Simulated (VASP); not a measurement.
Set up this calculation in VASP 6.6.1, as the native input.

```
Task                   : single point
Functional             : PBE
Potentials or basis    : VASP PAW PBE potentials, release 64 (C, O)
Cutoff                 : 520 eV
k mesh                 : 1 × 1 × 1
Occupations            : fermi-dirac, width 0.02 eV
Spin                   : no spin polarisation
Dipole correction      : no
Further INCAR settings : LREAL = Auto; ALGO = Normal; EDIFF = 1e-07; NBANDS = 101
```

The structure of CO2 lies in POSCAR:

```
CO2
1.0
    8.4061180000      0.0000000000      0.0000000000
    0.0000000000      8.4061180000      0.0000000000
    0.0000000000      0.0000000000      8.4061180000
C O
10 20
Direct
    0.0572202294      0.0527948811      0.9689847323
    0.5302685496      0.7777549637      0.1693409491
    0.5322076136      0.1316779041      0.7735318491
    0.8248159257      0.7359758690      0.6004793176
    1.0770964671      0.5573083794      0.1961428569
    0.4658511812      0.2460826745      0.3442016874
    0.6907588021      0.3038501244      0.1423487036
    0.4476025676      0.6959455006      0.8114209199
    0.1569452154      0.4585826656      0.6663361138
   -0.0720070787      0.1206740139      0.4275695392
    0.0126812400      0.1802972549      0.9731245743
    0.0873649406     -0.0837366309      0.9345574259
    0.6308619508      0.7165733339      0.2347100053
    0.4122592616      0.8041524042      0.0914690943
    0.4055855509      0.1638925364      0.8514512882
    0.6540950294      0.1333314617      0.7087338055
    0.7547003266      0.7045582753      0.7263995105
    0.8799067536      0.7657161130      0.4833265486
    1.1316757628      0.6189182688      0.0838555918
    1.0248488065      0.4585350812      0.2778095668
    0.4985416574      0.1269432573      0.2836148624
    0.4498509300      0.3605112372      0.4145908968
    0.7327044422      0.1851627588      0.1046380743
    0.6402598679      0.4218713085      0.1716725842
    0.5043350569      0.5776031219      0.8734709648
    0.3963541792      0.8172024233      0.7629800105
    0.0894110694      0.3442492718      0.7105895968
    0.2100731872      0.5867155327      0.6252350966
   -0.1744443749      0.2096211355      0.4288781100
    0.0331901122      0.0415530688      0.4020524099
```

One way to write it, as run:

INCAR

```
  PREC = Accurate
  ENCUT = 520
  EDIFF = 1E-7
  ISMEAR = -1
  SIGMA = 0.02
  LREAL = Auto
  LASPH = T
  NELM = 60
  ALGO = Normal
  ISIF = 2
  LWAVE = F
  LCHARG = F
  GGA = PE
  NBANDS = 101
```

KPOINTS

```
regular mesh
0
Gamma
  1 1 1
```

Potentials or basis: VASP PAW PBE potentials, release 64 (C, O).

Run with:

```console
$ cat potpaw_PBE.64/C/POTCAR potpaw_PBE.64/O/POTCAR > POTCAR
$ mpirun -np 1 vasp_gam > vasp.out
```

It gave:

```json
{
 "Pressure": "4.2 GPa",
 "Largest force": "10.856 eV/Å",
 "Band gap on the k mesh": "5.54 eV"
}
```

Caveat: the k points lie up to 0.75 Å⁻¹ apart.

Wall time 2.3 min on 1 thread of AMD EPYC 7R13 Processor (Zen 3), on a shared host, peak memory 0.55 GiB.
